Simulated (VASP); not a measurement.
# ErBe3Pd (Pm-3m) in VASP: a series of runs

ErBe3Pd is run at these levels: PBE; tasks: relaxation of cell and atoms, single point.

Everything below comes from runs of VASP 6.6.1. Logs are shortened: lines on timing, memory, paths and dates and some standing lists are left out, and cuts for length are marked.

## 1. The cell of the first run

It takes space group Pm-3m (No. 221, cubic). Conventional cell: a = 3.527 Å, b = 3.527 Å, c = 3.527 Å, α = 90.00°, β = 90.00°, γ = 90.00°. Within 3.3 Å of Er (site symmetry m-3m) lie 12 Be at 2.49 Å and 8 Pd at 3.05 Å. Be (site symmetry 4/mmm) has 2 Pd at 1.76 Å within 2.3 Å. Within 2.3 Å of Pd (site symmetry m-3m) lie 6 Be at 1.76 Å.

The cell was built from a structure type or drawn by symmetry, and may not be a known phase.

## 2. Relaxation of cell and atoms, PBE

File INCAR:

```
SYSTEM = ErBe3Pd
PREC = Accurate
ENCUT = 600
EDIFF = 1E-7
ISMEAR = 0
SIGMA = 0.1
LREAL = .FALSE.
LASPH = .TRUE.
NELM = 200
ALGO = Normal
ISIF = 3
LWAVE = .FALSE.
LCHARG = .FALSE.
GGA = PE
IBRION = 2
NSW = 90
EDIFFG = -0.04
GGA_COMPAT = .FALSE.
NELMIN = 4
LMAXMIX = 6
```

File KPOINTS:

```
Automatic mesh
0
G
  6 6 6
  0 0 0
```

File POSCAR:

```
ErBe3Pd
1.0
    3.5270894700      0.0000000000      0.0000000000
    0.0000000000      3.5270894700      0.0000000000
    0.0000000000      0.0000000000      3.5270894700
Er Be Pd
1 3 1
Direct
    0.0000000000      0.0000000000      0.0000000000
    0.0000000000      0.5000000000      0.5000000000
    0.5000000000      0.0000000000      0.5000000000
    0.5000000000      0.5000000000      0.0000000000
    0.5000000000      0.5000000000      0.5000000000
```

Potentials or basis: VASP PAW PBE potentials, release 64 (Er_3, Be, Pd), 4f in core.

Launch:

```
cat potpaw_PBE.64/Er_3/POTCAR potpaw_PBE.64/Be/POTCAR potpaw_PBE.64/Pd/POTCAR > POTCAR
mpirun -np 1 vasp_std > vasp.out
```

OUTCAR:

```text
SYSTEM = ErBe3Pd
   PREC = Accurate
   ENCUT = 600
   EDIFF = 1E-7
   ISMEAR = 0
   LREAL = .FALSE.
   LASPH = .TRUE.
   NELM = 200
   ISIF = 3
   GGA = PE
   IBRION = 2
   NSW = 90
   EDIFFG = -0.04
   NELMIN = 4

 ion  position               nearest neighbor table
   1  0.000  0.000  0.000-   2 2.49   3 2.49   4 2.49   2 2.49   3 2.49   2 2.49   4 2.49   2 2.49
                             3 2.49   4 2.49   3 2.49   4 2.49   5 3.05   5 3.05   5 3.05   5 3.05
   2  0.000  0.500  0.500-   5 1.76   5 1.76   1 2.49   1 2.49   1 2.49   1 2.49
   3  0.500  0.000  0.500-   5 1.76   5 1.76   1 2.49   1 2.49   1 2.49   1 2.49
   4  0.500  0.500  0.000-   5 1.76   5 1.76   1 2.49   1 2.49   1 2.49   1 2.49
   5  0.500  0.500  0.500-   2 1.76   3 1.76   4 1.76   4 1.76   3 1.76   2 1.76   1 3.05   1 3.05
                             1 3.05   1 3.05   1 3.05   1 3.05   1 3.05   1 3.05

  LATTYP: Found a simple cubic cell.
 ALAT       =     3.5270894700

  Lattice vectors:

 A1 = (   3.5270894700,   0.0000000000,   0.0000000000)
 A2 = (   0.0000000000,   3.5270894700,   0.0000000000)
 A3 = (   0.0000000000,   0.0000000000,   3.5270894700)

Analysis of symmetry for initial positions (statically):
=====================================================================
 Subroutine PRICEL returns:
 Original cell was already a primitive cell.

 Routine SETGRP: Setting up the symmetry group for a
 simple cubic supercell.

 Subroutine GETGRP returns: Found 48 space group operations
 (whereof 48 operations were pure point group operations)
 out of a pool of 48 trial point group operations.

The static configuration has the point symmetry O_h .

Analysis of symmetry for dynamics (positions and initial velocities):
=====================================================================
 Subroutine PRICEL returns:
 Original cell was already a primitive cell.

 Routine SETGRP: Setting up the symmetry group for a
 simple cubic supercell.

 Subroutine GETGRP returns: Found 48 space group operations
 (whereof 48 operations were pure point group operations)
 out of a pool of 48 trial point group operations.

The dynamic configuration has the point symmetry O_h .

 Subroutine INISYM returns: Found 48 space group operations
 (whereof 48 operations are pure point group operations),
 and found     1 'primitive' translations

----------------------------------------------------------------------------------------

                                     Primitive cell

  volume of cell :      43.8783

  direct lattice vectors                    reciprocal lattice vectors
     3.527089470  0.000000000  0.000000000     0.283519885  0.000000000  0.000000000
[... 50 lines left out ...]
  0.166667  0.000000  0.000000      6.000000
  0.333333  0.000000  0.000000      6.000000
  0.500000  0.000000  0.000000      3.000000
  0.166667  0.166667  0.000000     12.000000
  0.333333  0.166667  0.000000     24.000000
[... 12 lines left out ...]
  0.500000  0.500000  0.333333      6.000000
  0.500000  0.500000  0.500000      1.000000
   k-points           NKPTS =     20   k-points in BZ     NKDIM =     20   number of bands    NBANDS=     16
   number of dos      NEDOS =    301   number of ions     NIONS =      5
   total plane-waves  NPLWV =  21952
   dimension x,y,z NGX =    28 NGY =   28 NGZ =   28
   dimension x,y,z NGXF=    56 NGYF=   56 NGZF=   56
   ions per type =               1   3   1
   NGX,Y,Z   is equivalent  to a cutoff of  13.20, 13.20, 13.20 a.u.
   NGXF,Y,Z  is equivalent  to a cutoff of  26.40, 26.40, 26.40 a.u.
 SYSTEM =  ErBe3Pd
   PREC   = accura    normal or accurate (medium, high low for compatibility)
   ISTART =      0    job   : 0-new  1-cont  2-samecut
   ICHARG =      2    charge: 1-file 2-atom 10-const
   ISPIN  =      1    spin polarized calculation?
   LNONCOLLINEAR =      F non collinear calculations
   LSORBIT =      F    spin-orbit coupling
   LASPH  =      T    aspherical Exc in radial PAW
   ENCUT  =  600.0 eV  44.10 Ry    6.64 a.u.   7.04  7.04  7.04*2*pi/ulx,y,z
   NELM   =    200;   NELMIN=  4; NELMDL= -5     # of ELM steps
   EDIFF  = 0.1E-06   stopping-criterion for ELM
   LREAL  =      F    real-space projection
   EDIFFG = -.4E-01   stopping-criterion for IOM
   NSW    =     90    number of steps for IOM
   IBRION =      2    ionic relax: 0-MD 1-quasi-New 2-CG
   NFREE  =      1    steps in history (QN), initial steepest desc. (CG)
   ISIF   =      3    stress and relaxation
   ISYM   =      2    0-nonsym 1-usesym 2-fastsym
   POTIM  = 0.5000    time-step for ionic-motion
   TEBEG  =    0.0;   TEEND  =   0.0 temperature during run
   PSTRESS=    0.0 pullay stress
   NELECT =      25.0000    total number of electrons
   NUPDOWN=      -1.0000    fix difference up-down
   EMIN   =  10.00;   EMAX   =-10.00  energy-range for DOS
   EFERMI =   0.00;   METHOD = LEGACY
   ISMEAR =     0;   SIGMA  =   0.10  broadening in eV -4-tet -1-fermi 0-gaus
   EFERMI_NEDOS =   21; number of points for ismear=-14 and -15
   IALGO  =     38    algorithm
   IMIX   =      4    mixing-type and parameters
     AMIX     =   0.40;   BMIX     =  1.00
     AMIX_MAG =   1.60;   BMIX_MAG =  1.00
  volume/ion in A,a.u.               =       8.78        59.22
  Fermi-wavevector in a.u.,A,eV,Ry     =   1.357183  2.564704 25.061186  1.841945
  Thomas-Fermi vector in A             =   2.484123
   LORBIT       =      0    0 simple, 1 ext, 2 COOP (PROOUT), +10 PAW based schemes
   GGA     = PE    functional components
   LHFCALC =     F    Hartree Fock is set to
   AEXX    =    0.0000 exact exchange contribution
   IVDW    =     0    specifies the selected vdW correction
   LEPSILON=     F    determine dielectric tensor
   LRPA    =     F    only Hartree local field effects (RPA)
 conjugate gradient relaxation of ions
 non-spin polarized calculation
 Gauss-broadening in eV      SIGMA  =   0.10
  energy-cutoff  :      600.00
  volume of cell :       43.88
 maximum number of plane-waves:      1492
   NGX = 15   NGY = 15   NGZ = 15

--------------------------------------- Ionic step        1  -------------------------------------------

 number of electron      24.9999994 magnetization

 Free energy of the ion-electron system (eV)
  ---------------------------------------------------
  ext. energy  EPLUGINS =         0.00000000
  ---------------------------------------------------
  free energy    TOTEN  =       -11.03079695 eV

  energy without entropy =      -11.01008376  energy(sigma->0) =      -11.02044035

 E-fermi :  10.2926     XC(G=0): -12.9576

 val. band max:       10.2386773364   @ k =   0.3333   0.3333   0.0000
 cond. band min:      10.3028927802   @ k =   0.3333   0.3333   0.1667
 fundamental gap:      0.0642154438
 Fermi energy:        10.2926250925
[... 881 lines left out ...]
--------------------------------------- Ionic step        4  -------------------------------------------

 number of electron      24.9999990 magnetization

 Free energy of the ion-electron system (eV)
  ---------------------------------------------------
  ext. energy  EPLUGINS =         0.00000000
  ---------------------------------------------------
  free energy    TOTEN  =       -21.25521540 eV

  energy without entropy =      -21.23785247  energy(sigma->0) =      -21.24653394

 E-fermi :   4.9524     XC(G=0): -10.3820

 val. band max:        4.8852933620   @ k =   0.1667   0.0000   0.0000
 cond. band min:       4.9755322264   @ k =   0.3333   0.3333   0.0000
 fundamental gap:      0.0902388644
 Fermi energy:         4.9524222018
[... 410 lines left out ...]
  FREE ENERGIE OF THE ION-ELECTRON SYSTEM (eV)
  ---------------------------------------------------
  free  energy   TOTEN  =       -21.2552154040 eV

  energy  without entropy=      -21.2378524714  energy(sigma->0) =      -21.24653394

 reached required accuracy - stopping structural energy minimisation
```

CONTCAR:

```text
ErBe3Pd
   1.00000000000000
     4.2513671824301102    0.0000000000000000    0.0000000000000000
    -0.0000000000000000    4.2513671824301102    0.0000000000000000
    -0.0000000000000000   -0.0000000000000000    4.2513671824301102
  Er              Be              Pd
     1     3     1
Direct
     0.0000000000000000    0.0000000000000000    0.0000000000000000
     0.0000000000000000    0.5000000000000000    0.5000000000000000
     0.5000000000000000    0.0000000000000000    0.5000000000000000
     0.5000000000000000    0.5000000000000000    0.0000000000000000
     0.5000000000000000    0.5000000000000000    0.5000000000000000

  0.00000000E+00  0.00000000E+00  0.00000000E+00
  0.00000000E+00  0.00000000E+00  0.00000000E+00
  0.00000000E+00  0.00000000E+00  0.00000000E+00
  0.00000000E+00  0.00000000E+00  0.00000000E+00
  0.00000000E+00  0.00000000E+00  0.00000000E+00
```

It took 81 s on 1 thread of Intel Xeon Platinum 8259CL at 2.50GHz (Skylake/Cascade Lake), shared host; peak memory 0.18 GiB.

What came out:

| Item | Value |
| --- | --- |
| Free energy | -21.2552 eV |
| Relaxed volume | 15.37 Å³/atom |
| Relaxed cell | a = 4.251 Å, b = 4.251 Å, c = 4.251 Å, α = 90.00°, β = 90.00°, γ = 90.00° |
| Space group after relaxing (to 0.1 Å) | Pm-3m (No. 221) |
| Energy gained by relaxing | 2044.9 meV/atom |
| Ionic steps | 4 |
| Pressure after relaxing | -0.1 GPa |
| Band gap on the k mesh | zero (an odd number of electrons rules out a gap without spin polarisation) |

The path:
| step | energy change (eV) | largest force (eV/Å) | pressure (GPa) | volume (Å³) |
| --- | --- | --- | --- | --- |
| 1 | 0.0000 | 0.0000 | 156.82 | 43.88 |
| 2 | -6.4217 | 0.0000 | -17.06 | 124.15 |
| 3 | -10.2216 | 0.0000 | -1.03 | 77.64 |
| 4 | -10.2244 | 0.0000 | -0.05 | 76.84 |

Final structure:
```
Er Be Pd
1.0
     4.25137    0.00000    0.00000
     0.00000    4.25137    0.00000
     0.00000    0.00000    4.25137
Er Be Pd
1 3 1
Direct
  0.00000 0.00000 0.00000
  0.00000 0.50000 0.50000
  0.50000 0.00000 0.50000
  0.50000 0.50000 0.00000
  0.50000 0.50000 0.50000
```

Caveat: the electronic state changed during the relaxation; the volume moved by over 15 % at a fixed basis, so the end points are rough; spin-orbit coupling is left out, which moves the levels of the heavy elements; the 4f electrons are frozen in the core, so they carry no moment and show no levels. Spin polarisation is off, so any magnetic state and its effect on volume and gap are missing.

## 3. Single point, PBE, collinear spin

This run uses another cell than the first one, of 15.32 Å³/atom.

File INCAR:

```
PREC = Accurate
ENCUT = 600
EDIFF = 1E-6
ISMEAR = 0
SIGMA = 0.1
LREAL = F
LASPH = T
NELM = 200
ALGO = Normal
ISIF = 2
LWAVE = F
LCHARG = F
ISPIN = 2
MAGMOM = 0 0 0 0 1
LORBIT = 11
LMAXMIX = 6
GGA = PE
NBANDS = 24
GGA_COMPAT = F
```

File KPOINTS:

```
regular mesh
0
Gamma
  4 4 4
```

Changes to POSCAR since step 2:

```diff
@@ -2,5 +2,5 @@
 1.0
-    3.5270894700      0.0000000000      0.0000000000
-    0.0000000000      3.5270894700      0.0000000000
-    0.0000000000      0.0000000000      3.5270894700
+    4.2468401182      0.0000000000      0.0000000000
+    0.0000000000      4.2468401182      0.0000000000
+    0.0000000000      0.0000000000      4.2468401182
 Er Be Pd
```

Potentials or basis: VASP PAW PBE potentials, release 64 (Er_3, Be, Pd), 4f in core.

Launch:

```
cat potpaw_PBE.64/Er_3/POTCAR potpaw_PBE.64/Be/POTCAR potpaw_PBE.64/Pd/POTCAR > POTCAR
mpirun -np 1 vasp_std > vasp.out
```

It took 48 s on 1 thread of Intel Xeon Platinum 8259CL at 2.50GHz (Skylake/Cascade Lake), shared host; peak memory 0.25 GiB.

The run converged. Its results:

* Free energy: -21.2546 eV
* Pressure: 0.3 GPa
* Net moment: 0.00 μB per cell
* Valence electrons inside the program's atomic spheres: Er 7.96; Be 1.02; Pd 10.11

Levels at points of the mesh, in eV from the Fermi level:
Spin up:
```csv
k point,band 10,band 11,band 12,band 13,band 14,band 15
"(0.00, 0.00, 0.00)",-0.74,-0.74,-0.74,0.17,0.17,3.27
"(0.50, 0.00, 0.00)",-3.84,-0.96,-0.96,-0.56,3.17,3.19
"(0.50, 0.50, 0.00)",-3.18,-3.18,-0.77,1.52,1.52,1.80
"(0.50, 0.50, 0.50)",-2.86,-2.86,-2.86,0.90,0.90,0.90
```
Spin down:
| k point | band 9 | band 10 | band 11 | band 12 | band 13 | band 14 | band 15 | band 16 |
| --- | --- | --- | --- | --- | --- | --- | --- | --- |
| (0.00, 0.00, 0.00) | -3.89 | -0.74 | -0.74 | -0.74 | 0.17 | 0.17 | 3.27 | 3.27 |
| (0.50, 0.00, 0.00) | -4.24 | -3.84 | -0.96 | -0.96 | -0.56 | 3.17 | 3.19 | 3.88 |
| (0.50, 0.50, 0.00) | -4.36 | -3.18 | -3.18 | -0.77 | 1.52 | 1.52 | 1.80 | 3.56 |
| (0.50, 0.50, 0.50) | -3.64 | -2.86 | -2.86 | -2.86 | 0.90 | 0.90 | 0.90 | 2.69 |

Caveat: the k points lie up to 0.37 Å⁻¹ apart; the magnetic or orbital state may not be the lowest; spin-orbit coupling is left out, which moves the levels of the heavy elements; the 4f electrons are frozen in the core, so they carry no moment and show no levels.
